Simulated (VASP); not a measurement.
# AlNi3 (Fm-3m) in VASP: a series of runs, part 2 of 2

VASP 6.6.1.

## Step 3: Single point, PBEsol

INCAR

```
ALGO     = Fast           # electronic algorithm
EDIFF    = 1E-7           # SCF threshold, eV
ENCUT    = 520            # plane-wave cutoff, eV
GGA      = PS             # functional
ISIF     = 2              # what is computed and relaxed
ISMEAR   = 0              # smearing method
LASPH    = T              # aspherical terms in the spheres
LCHARG   = F              # write CHGCAR
LREAL    = F              # projectors in reciprocal space
LWAVE    = F              # write WAVECAR
NBANDS   = 24             # bands
NELM     = 60             # most SCF steps
PREC     = Accurate       # precision mode
SIGMA    = 0.1            # smearing width, eV
```

KPOINTS

```
k-points
0
Gamma
  8 8 8
```

POSCAR

```
AlNi3
1.0
    0.0000000000      2.8018887551      2.8018887551
    2.8018887551      0.0000000000      2.8018887551
    2.8018887551      2.8018887551      0.0000000000
Al Ni
1 3
Direct
    0.5000000000      0.5000000000      0.5000000000
    0.2500000000      0.2500000000      0.2500000000
    0.0000000000      0.0000000000      0.0000000000
    0.7500000000      0.7500000000      0.7500000000
```

Potentials or basis: VASP PAW PBE potentials, release 64 (Al, Ni).

The run is started by

```
cat potpaw_PBE.64/Al/POTCAR potpaw_PBE.64/Ni/POTCAR > POTCAR
mpirun -np 1 vasp_std > vasp.out
```

OUTCAR:

```text
EDIFF = 1E-7
   ENCUT = 520
   GGA = PS
   ISIF = 2
   ISMEAR = 0
   LASPH = T
   LREAL = F
   NELM = 60
   PREC = Accurate

 ion  position               nearest neighbor table
   1  0.500  0.500  0.500-   2 2.43   4 2.43   2 2.43   2 2.43   4 2.43   2 2.43   4 2.43   4 2.43
                             3 2.80   3 2.80   3 2.80   3 2.80   3 2.80   3 2.80
   2  0.250  0.250  0.250-   3 2.43   1 2.43   3 2.43   1 2.43   3 2.43   3 2.43   1 2.43   1 2.43
                             4 2.80   4 2.80   4 2.80   4 2.80   4 2.80   4 2.80
   3  0.000  0.000  0.000-   4 2.43   2 2.43   4 2.43   2 2.43   4 2.43   4 2.43   2 2.43   2 2.43
                             1 2.80   1 2.80   1 2.80   1 2.80   1 2.80   1 2.80
   4  0.750  0.750  0.750-   1 2.43   3 2.43   1 2.43   1 2.43   3 2.43   1 2.43   3 2.43   3 2.43
                             2 2.80   2 2.80   2 2.80   2 2.80   2 2.80   2 2.80

  LATTYP: Found a face centered cubic cell.
 ALAT       =     5.6037775102

  Lattice vectors:

 A1 = (   0.0000000000,   2.8018887551,   2.8018887551)
 A2 = (   2.8018887551,   0.0000000000,   2.8018887551)
 A3 = (   2.8018887551,   2.8018887551,   0.0000000000)

Analysis of symmetry for initial positions (statically):
=====================================================================
 Subroutine PRICEL returns:
 Original cell was already a primitive cell.

 Routine SETGRP: Setting up the symmetry group for a
 face centered cubic supercell.

 Subroutine GETGRP returns: Found 48 space group operations
 (whereof 48 operations were pure point group operations)
 out of a pool of 48 trial point group operations.

The static configuration has the point symmetry O_h .

Analysis of symmetry for dynamics (positions and initial velocities):
=====================================================================
 Subroutine PRICEL returns:
 Original cell was already a primitive cell.

 Routine SETGRP: Setting up the symmetry group for a
 face centered cubic supercell.

 Subroutine GETGRP returns: Found 48 space group operations
 (whereof 48 operations were pure point group operations)
 out of a pool of 48 trial point group operations.

The dynamic configuration has the point symmetry O_h .

 Subroutine INISYM returns: Found 48 space group operations
 (whereof 48 operations are pure point group operations),
 and found     1 'primitive' translations

----------------------------------------------------------------------------------------

                                     Primitive cell

  volume of cell :      43.9929

  direct lattice vectors                    reciprocal lattice vectors
     0.000000000  2.801888755  2.801888755    -0.178451053  0.178451053  0.178451053
     2.801888755  0.000000000  2.801888755     0.178451053 -0.178451053  0.178451053
     2.801888755  2.801888755  0.000000000     0.178451053  0.178451053 -0.178451053

  length of vectors
     3.962469078  3.962469078  3.962469078     0.309086291  0.309086291  0.309086291

  position of ions in fractional coordinates (direct lattice)
     0.500000000  0.500000000  0.500000000
     0.250000000  0.250000000  0.250000000
     0.000000000  0.000000000  0.000000000
[... 32 lines left out ...]

 Found     29 irreducible k-points:

 Following reciprocal coordinates:
            Coordinates               Weight
  0.000000  0.000000  0.000000      1.000000
  0.125000  0.000000  0.000000      8.000000
  0.250000  0.000000  0.000000      8.000000
  0.375000  0.000000  0.000000      8.000000
  0.500000  0.000000  0.000000      4.000000
  0.125000  0.125000  0.000000      6.000000
[... 16 lines left out ...]
  0.500000  0.250000  0.125000     48.000000
 -0.375000  0.250000  0.125000     24.000000
 [... further k-points ...]
   k-points           NKPTS =     29   k-points in BZ     NKDIM =     29   number of bands    NBANDS=     24
   number of dos      NEDOS =    301   number of ions     NIONS =      4
   total plane-waves  NPLWV =  27000
   dimension x,y,z NGX =    30 NGY =   30 NGZ =   30
   dimension x,y,z NGXF=    60 NGYF=   60 NGZF=   60
   ions per type =               1   3
   NGX,Y,Z   is equivalent  to a cutoff of  12.59, 12.59, 12.59 a.u.
   NGXF,Y,Z  is equivalent  to a cutoff of  25.17, 25.17, 25.17 a.u.
 SYSTEM =  unknown system
   PREC   = accura    normal or accurate (medium, high low for compatibility)
   ISTART =      0    job   : 0-new  1-cont  2-samecut
   ICHARG =      2    charge: 1-file 2-atom 10-const
   ISPIN  =      1    spin polarized calculation?
   LNONCOLLINEAR =      F non collinear calculations
   LSORBIT =      F    spin-orbit coupling
   LASPH  =      T    aspherical Exc in radial PAW
   ENCUT  =  520.0 eV  38.22 Ry    6.18 a.u.   7.37  7.37  7.37*2*pi/ulx,y,z
   NELM   =     60;   NELMIN=  2; NELMDL= -5     # of ELM steps
   EDIFF  = 0.1E-06   stopping-criterion for ELM
   LREAL  =      F    real-space projection
   EDIFFG = 0.1E-05   stopping-criterion for IOM
   NSW    =      0    number of steps for IOM
   IBRION =     -1    ionic relax: 0-MD 1-quasi-New 2-CG
   NFREE  =      0    steps in history (QN), initial steepest desc. (CG)
   ISIF   =      2    stress and relaxation
   ISYM   =      2    0-nonsym 1-usesym 2-fastsym
   POTIM  = 0.5000    time-step for ionic-motion
   TEBEG  =    0.0;   TEEND  =   0.0 temperature during run
   PSTRESS=    0.0 pullay stress
   NELECT =      33.0000    total number of electrons
   NUPDOWN=      -1.0000    fix difference up-down
   EMIN   =  10.00;   EMAX   =-10.00  energy-range for DOS
   EFERMI =   0.00;   METHOD = LEGACY
   ISMEAR =     0;   SIGMA  =   0.10  broadening in eV -4-tet -1-fermi 0-gaus
   EFERMI_NEDOS =   21; number of points for ismear=-14 and -15
   IALGO  =     68    algorithm
   IMIX   =      4    mixing-type and parameters
     AMIX     =   0.40;   BMIX     =  1.00
     AMIX_MAG =   1.60;   BMIX_MAG =  1.00
  volume/ion in A,a.u.               =      11.00        74.22
  Fermi-wavevector in a.u.,A,eV,Ry     =   1.487483  2.810935 30.104316  2.212605
  Thomas-Fermi vector in A             =   2.600638
   LORBIT       =      0    0 simple, 1 ext, 2 COOP (PROOUT), +10 PAW based schemes
   GGA     = PS    functional components
   LHFCALC =     F    Hartree Fock is set to
   AEXX    =    0.0000 exact exchange contribution
   IVDW    =     0    specifies the selected vdW correction
   LEPSILON=     F    determine dielectric tensor
   LRPA    =     F    only Hartree local field effects (RPA)
 non-spin polarized calculation
 RMM-DIIS sequential band-by-band and
 Gauss-broadening in eV      SIGMA  =   0.10
  energy-cutoff  :      520.00
  volume of cell :       43.99
 maximum number of plane-waves:      1243
 NGX is ok and might be reduce to    30
   NGX = 15   NGY = 15   NGZ = 15

 number of electron      33.0000016 magnetization

 Free energy of the ion-electron system (eV)
  ---------------------------------------------------
  ext. energy  EPLUGINS =         0.00000000
  ---------------------------------------------------
  free energy    TOTEN  =       -24.08328302 eV

  energy without entropy =      -24.07253156  energy(sigma->0) =      -24.07790729

 E-fermi :   9.7883     XC(G=0): -12.9628

 val. band max:        9.7670938158   @ k =   0.5000   0.5000   0.0000
 cond. band min:       9.7920108793   @ k =  -0.3750   0.5000   0.1250
 fundamental gap:      0.0249170635
 Fermi energy:         9.7883407764

 k-point     1 :       0.0000    0.0000    0.0000
  band No.  band energies     occupation
      1      -0.4039      2.00000
      2       6.1972      2.00000
      3       6.1972      2.00000
      4       6.3222      2.00000
      5       6.3222      2.00000
      6       6.3222      2.00000
[... 637 lines left out ...]
     23      19.6701      0.00000
     24      20.2468      0.00000

 [... further k-points ...]

------------------------ aborting loop because EDIFF is reached ----------------------------------------

  FORCE on cell =-STRESS in cart. coord.  units (eV):
  Direction    XX          YY          ZZ          XY          YZ          ZX
  --------------------------------------------------------------------------------------
  -------------------------------------------------------------------------------------
  Total       -0.1829002     -0.1829002     -0.1829002     -0.0000000     -0.0000000      0.0000000
  in kB       -6.6610417     -6.6610417     -6.6610417     -0.0000000     -0.0000000      0.0000000
  external PRESSURE =      -6.6610417 kB  Pullay stress =       0.0000000 kB

 VOLUME and BASIS-vectors are now :
 -----------------------------------------------------------------------------
  energy-cutoff  :      520.00
  volume of cell :       43.99
      direct lattice vectors                 reciprocal lattice vectors
     0.000000000  2.801888755  2.801888755    -0.178451053  0.178451053  0.178451053
     2.801888755  0.000000000  2.801888755     0.178451053 -0.178451053  0.178451053
     2.801888755  2.801888755  0.000000000     0.178451053  0.178451053 -0.178451053

 POSITION                                       TOTAL-FORCE (eV/Angst)
 -----------------------------------------------------------------------------------
      2.80189      2.80189      2.80189        -0.000000      0.000000     -0.000000
      1.40094      1.40094      1.40094         0.000000     -0.000000     -0.000000
      0.00000      0.00000      0.00000        -0.000000      0.000000     -0.000000
      4.20283      4.20283      4.20283         0.000000      0.000000      0.000000
 -----------------------------------------------------------------------------------
    total drift:                                0.000000     -0.000000      0.000000

  FREE ENERGIE OF THE ION-ELECTRON SYSTEM (eV)
  ---------------------------------------------------
  free  energy   TOTEN  =       -24.0832830245 eV

  energy  without entropy=      -24.0725315568  energy(sigma->0) =      -24.07790729
```

It took 79 s on 1 thread of Intel Xeon 8259CL, shared host; peak memory 0.18 GiB.

Results:

```
Free energy            : -24.0833 eV
Pressure               : -0.7 GPa
Band gap on the k mesh : zero (an odd number of electrons rules out a gap without spin polarisation)
```

Caveat: the PAW data sets were made with another functional, which shifts forces and pressure a little.

## Step 4: Single point, PBEsol

INCAR

```
PREC     = Accurate       # precision mode
ENCUT    = 520            # plane-wave cutoff, eV
EDIFF    = 1E-7           # SCF threshold, eV
ISMEAR   = 0              # smearing method
SIGMA    = 0.1            # smearing width, eV
LREAL    = False          # projectors in reciprocal space
LASPH    = True           # aspherical terms in the spheres
NELM     = 80             # most SCF steps
ALGO     = Normal         # electronic algorithm
ISIF     = 2              # what is computed and relaxed
LWAVE    = False          # write WAVECAR
LCHARG   = False          # write CHGCAR
GGA      = PS             # functional
NBANDS   = 24             # bands
```

KPOINTS

```
regular mesh
0
Gamma
  10 10 10
```

POSCAR is that of step 3.

Potentials or basis: VASP PAW PBE potentials, release 64 (Al, Ni).

The run is started by

```
cat potpaw_PBE.64/Al/POTCAR potpaw_PBE.64/Ni/POTCAR > POTCAR
mpirun -np 1 vasp_std > vasp.out
```

OUTCAR:

```text
PREC = Accurate
   ENCUT = 520
   EDIFF = 1E-7
   ISMEAR = 0
   LREAL = False
   LASPH = True
   NELM = 80
   ISIF = 2
   GGA = PS

 ion  position               nearest neighbor table
   1  0.500  0.500  0.500-   2 2.43   4 2.43   2 2.43   2 2.43   4 2.43   2 2.43   4 2.43   4 2.43
                             3 2.80   3 2.80   3 2.80   3 2.80   3 2.80   3 2.80
   2  0.250  0.250  0.250-   3 2.43   1 2.43   3 2.43   1 2.43   3 2.43   3 2.43   1 2.43   1 2.43
                             4 2.80   4 2.80   4 2.80   4 2.80   4 2.80   4 2.80
   3  0.000  0.000  0.000-   4 2.43   2 2.43   4 2.43   2 2.43   4 2.43   4 2.43   2 2.43   2 2.43
                             1 2.80   1 2.80   1 2.80   1 2.80   1 2.80   1 2.80
[... 853 lines left out ...]
  -------------------------------------------------------------------------------------
  Total       -0.1812453     -0.1812453     -0.1812453      0.0000000     -0.0000000      0.0000000
  in kB       -6.6007701     -6.6007701     -6.6007701      0.0000000     -0.0000000      0.0000000
  external PRESSURE =      -6.6007701 kB  Pullay stress =       0.0000000 kB

 VOLUME and BASIS-vectors are now :
 -----------------------------------------------------------------------------
  energy-cutoff  :      520.00
  volume of cell :       43.99
      direct lattice vectors                 reciprocal lattice vectors
     0.000000000  2.801888755  2.801888755    -0.178451053  0.178451053  0.178451053
     2.801888755  0.000000000  2.801888755     0.178451053 -0.178451053  0.178451053
     2.801888755  2.801888755  0.000000000     0.178451053  0.178451053 -0.178451053

 POSITION                                       TOTAL-FORCE (eV/Angst)
 -----------------------------------------------------------------------------------
      2.80189      2.80189      2.80189        -0.000000     -0.000000     -0.000000
      1.40094      1.40094      1.40094         0.000000      0.000000      0.000000
      0.00000      0.00000      0.00000        -0.000000     -0.000000     -0.000000
      4.20283      4.20283      4.20283        -0.000000     -0.000000     -0.000000
 -----------------------------------------------------------------------------------
    total drift:                                0.000000     -0.000000      0.000000

  FREE ENERGIE OF THE ION-ELECTRON SYSTEM (eV)
  ---------------------------------------------------
  free  energy   TOTEN  =       -24.0780495759 eV

  energy  without entropy=      -24.0666701201  energy(sigma->0) =      -24.07235985
```

OSZICAR:

```text
N       E                     dE             d eps       ncg     rms          rms(c)
DAV:   1     0.183661511489E+03    0.18366E+03   -0.14241E+04  2296   0.175E+03
DAV:   2    -0.189890889265E+02   -0.20265E+03   -0.19060E+03  2264   0.320E+02
DAV:   3    -0.279599542829E+02   -0.89709E+01   -0.85565E+01  2704   0.924E+01
DAV:   4    -0.280959187830E+02   -0.13596E+00   -0.13586E+00  2768   0.995E+00
DAV:   5    -0.281004046197E+02   -0.44858E-02   -0.44858E-02  2840   0.167E+00    0.194E+01
DAV:   6    -0.277677967545E+02    0.33261E+00   -0.39741E+01  2600   0.109E+02    0.172E+01
DAV:   7    -0.242466619552E+02    0.35211E+01   -0.12084E+01  2648   0.681E+01    0.595E+00
DAV:   8    -0.243592939987E+02   -0.11263E+00   -0.15121E+00  2504   0.380E+01    0.583E+00
DAV:   9    -0.240966166983E+02    0.26268E+00   -0.23940E-01  3024   0.179E+01    0.126E+00
DAV:  10    -0.240795024075E+02    0.17114E-01   -0.67772E-02  3576   0.541E+00    0.565E-01
DAV:  11    -0.240780688981E+02    0.14335E-02   -0.89006E-03  2856   0.236E+00    0.113E-01
DAV:  12    -0.240781041954E+02   -0.35297E-04   -0.83330E-04  2712   0.605E-01    0.999E-02
DAV:  13    -0.240780496630E+02    0.54532E-04   -0.16352E-04  2704   0.383E-01    0.137E-02
DAV:  14    -0.240780496915E+02   -0.28475E-07   -0.23676E-05  2840   0.648E-02    0.444E-03
DAV:  15    -0.240780495123E+02    0.17919E-06   -0.20317E-06  2744   0.170E-02    0.191E-03
DAV:  16    -0.240780495759E+02   -0.63635E-07   -0.78554E-08  1248   0.634E-03
   1 F= -.24078050E+02 E0= -.24072360E+02  d E =-.113795E-01
```

It took 1.7 min on 1 thread of Intel Xeon 8259CL, shared host; peak memory 0.19 GiB.

What came out:

| Item | Value |
| --- | --- |
| Free energy | -24.0780 eV |
| Pressure | -0.7 GPa |
| Band gap on the k mesh | zero (an odd number of electrons rules out a gap without spin polarisation) |

Caveat: the PAW data sets were made with another functional, which shifts forces and pressure a little. Spin polarisation is off, so any magnetic state and its effect on volume and gap are missing.

## Step 5: Single point, PBEsol

INCAR

```
ALGO = Normal
EDIFF = 1E-6
ENCUT = 520
GGA = PS
ISIF = 2
ISMEAR = 0
LASPH = T
LCHARG = F
LREAL = F
LWAVE = F
NBANDS = 24
NELM = 100
PREC = Accurate
SIGMA = 0.1
```

KPOINTS

```
k-points
0
Gamma
  12 12 12
```

POSCAR is that of step 4.

Potentials or basis: VASP PAW PBE potentials, release 64 (Al, Ni).

The run is started by

```
cat potpaw_PBE.64/Al/POTCAR potpaw_PBE.64/Ni/POTCAR > POTCAR
mpirun -np 1 vasp_std > vasp.out
```

OUTCAR:

```text
EDIFF = 1E-6
   ENCUT = 520
   GGA = PS
   ISIF = 2
   ISMEAR = 0
   LASPH = T
   LREAL = F
   NELM = 100
   PREC = Accurate

 ion  position               nearest neighbor table
   1  0.500  0.500  0.500-   2 2.43   4 2.43   2 2.43   2 2.43   4 2.43   2 2.43   4 2.43   4 2.43
                             3 2.80   3 2.80   3 2.80   3 2.80   3 2.80   3 2.80
   2  0.250  0.250  0.250-   3 2.43   1 2.43   3 2.43   1 2.43   3 2.43   3 2.43   1 2.43   1 2.43
                             4 2.80   4 2.80   4 2.80   4 2.80   4 2.80   4 2.80
[... 853 lines left out ...]
  Direction    XX          YY          ZZ          XY          YZ          ZX
  --------------------------------------------------------------------------------------
  -------------------------------------------------------------------------------------
  Total       -0.1786935     -0.1786935     -0.1786935      0.0000000      0.0000000     -0.0000000
  in kB       -6.5078369     -6.5078369     -6.5078369      0.0000000      0.0000000     -0.0000000
  external PRESSURE =      -6.5078369 kB  Pullay stress =       0.0000000 kB

 VOLUME and BASIS-vectors are now :
 -----------------------------------------------------------------------------
  energy-cutoff  :      520.00
  volume of cell :       43.99
      direct lattice vectors                 reciprocal lattice vectors
     0.000000000  2.801888755  2.801888755    -0.178451053  0.178451053  0.178451053
     2.801888755  0.000000000  2.801888755     0.178451053 -0.178451053  0.178451053
     2.801888755  2.801888755  0.000000000     0.178451053  0.178451053 -0.178451053

 POSITION                                       TOTAL-FORCE (eV/Angst)
 -----------------------------------------------------------------------------------
      2.80189      2.80189      2.80189         0.000000      0.000000      0.000000
      1.40094      1.40094      1.40094        -0.000000     -0.000000      0.000000
      0.00000      0.00000      0.00000         0.000000      0.000000      0.000000
      4.20283      4.20283      4.20283        -0.000000      0.000000     -0.000000
 -----------------------------------------------------------------------------------
    total drift:                                0.000000     -0.000000      0.000000

  FREE ENERGIE OF THE ION-ELECTRON SYSTEM (eV)
  ---------------------------------------------------
  free  energy   TOTEN  =       -24.0766870190 eV

  energy  without entropy=      -24.0648832203  energy(sigma->0) =      -24.07078512
```

It took 2.2 min on 1 thread of Intel Xeon 8259CL, shared host; peak memory 0.21 GiB.

Results:

* Free energy: -24.0767 eV
* Pressure: -0.7 GPa
* Band gap on the k mesh: zero (an odd number of electrons rules out a gap without spin polarisation)

Levels at points of the mesh, in eV from the Fermi level:
```
           k point  band 13  band 14  band 15  band 16  band 17  band 18  band 19  band 20
(0.00, 0.00, 0.00)    -0.57    -0.57    -0.52    -0.52     5.44     5.44     5.44     5.92
(0.50, 0.00, 0.00)    -0.65    -0.65    -0.48    -0.48    -0.15     4.32     4.32     4.80
(0.50, 0.50, 0.00)    -1.06    -0.75    -0.60    -0.37    -0.36    -0.36    -0.05     4.26
```

Caveat: the PAW data sets were made with another functional, which shifts forces and pressure a little.

## Step 6: The runs side by side

```csv
k mesh,smearing,gap on the mesh (eV),pressure (GPa)
7 × 7 × 7,gaussian 0.4 eV,none,0.2
8 × 8 × 8,gaussian 0.1 eV,none,-0.7
10 × 10 × 10,gaussian 0.1 eV,none,-0.7
12 × 12 × 12,gaussian 0.1 eV,none,-0.7
```

Alike in all rows: task single point; level PBEsol; potentials or basis VASP PAW PBE potentials, release 64 (Al, Ni); no spin polarisation; cell as given; cutoff (eV) 520.

Caveats: the PAW data sets were made with another functional, which shifts forces and pressure a little; so wide a smearing shifts energies and pressures (at least some runs).

Total energies depend on the potentials used, so only differences within one code and one set of settings carry meaning.
